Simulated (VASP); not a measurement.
# EuO2: single point with PBEsol

EuO2:

```
Eu O
1.0
     3.51636    0.00000    0.00000
    -1.75818    3.04525    0.00000
     0.00000    0.00000    4.92356
Eu O
1 2
Direct
  0.00000 0.00000 0.00000
  0.33333 0.66667 0.18941
  0.66667 0.33333 0.81059
```

```
Program                : VASP 6.6.1
Task                   : single point
Functional             : PBEsol
Potentials or basis    : VASP PAW PBE potentials, release 64 (Eu, O)
Cutoff                 : 520 eV
k mesh                 : 10 × 10 × 6
Occupations            : gaussian, width 0.05 eV
Spin                   : collinear spin, ferromagnetic start
Starting moments       : [6.24, 0.0, 0.0] μB
Dipole correction      : no
Further INCAR settings : ALGO = Normal; EDIFF = 1e-07; NBANDS = 26
```

```
Pressure                                              : 0.4 GPa
Largest force                                         : 0.053 eV/Å
Band gap on the k mesh                                : zero (filled and empty bands overlap)
Net moment                                            : 5.00 μB per cell
Site moments                                          : Eu +5.79; O -0.40 μB
Valence electrons inside the program's atomic spheres : Eu 14.67; O 4.93
```

Forces on the atoms (eV/Å):
```
Eu   0.000  0.000  0.000
O    0.000  0.000  0.053
O    0.000  0.000 -0.053
```

Stress tensor (GPa, compression positive):
```
 0.62  0.00  0.00
 0.00  0.62  0.00
 0.00  0.00 -0.02
```

Levels at points of the mesh, in eV from the Fermi level:
Spin up:
| k point | band 14 | band 15 | band 16 | band 17 | band 18 | band 19 | band 20 | band 21 |
| --- | --- | --- | --- | --- | --- | --- | --- | --- |
| (0.00, 0.00, 0.00) | -0.62 | -0.62 | -0.54 | 0.67 | 0.87 | 0.87 | 4.90 | 6.37 |
| (0.50, 0.00, 0.00) | -0.69 | -0.61 | -0.57 | -0.06 | 0.31 | 0.57 | 5.43 | 6.07 |
| (0.00, 0.00, 0.50) | -0.62 | -0.62 | -0.59 | 0.31 | 0.84 | 0.84 | 6.24 | 6.24 |
| (0.50, 0.00, 0.50) | -0.67 | -0.61 | -0.57 | -0.20 | 0.36 | 0.76 | 6.17 | 6.72 |
Spin down:
| k point | band 9 | band 10 | band 11 | band 12 | band 13 | band 14 | band 15 | band 16 |
| --- | --- | --- | --- | --- | --- | --- | --- | --- |
| (0.00, 0.00, 0.00) | -3.23 | -1.32 | -1.23 | -1.23 | 3.75 | 3.76 | 3.83 | 3.90 |
| (0.50, 0.00, 0.00) | -1.63 | -1.50 | -1.36 | -1.32 | 3.38 | 3.51 | 3.70 | 3.81 |
| (0.00, 0.00, 0.50) | -2.67 | -2.02 | -1.27 | -1.27 | 3.69 | 3.76 | 3.82 | 3.91 |
| (0.50, 0.00, 0.50) | -1.59 | -1.43 | -1.25 | -1.15 | 3.41 | 3.51 | 3.67 | 3.83 |

It used 510 s of CPU time on 1 thread of Intel(R) Xeon(R) Platinum 8488C (Sapphire Rapids), with other jobs on the host.

Caveat: the PAW data sets were made with another functional, which shifts forces and pressure a little; spin-orbit coupling is left out, which moves the levels of the heavy elements; a cell with one magnetic atom can't hold antiferromagnetic order, which such compounds often take; semilocal functionals describe open f shells poorly, which spoils levels, moments and volumes. With open d or f shells a metallic result of PBEsol can be an artefact of self-interaction; +U or a hybrid may open a gap.
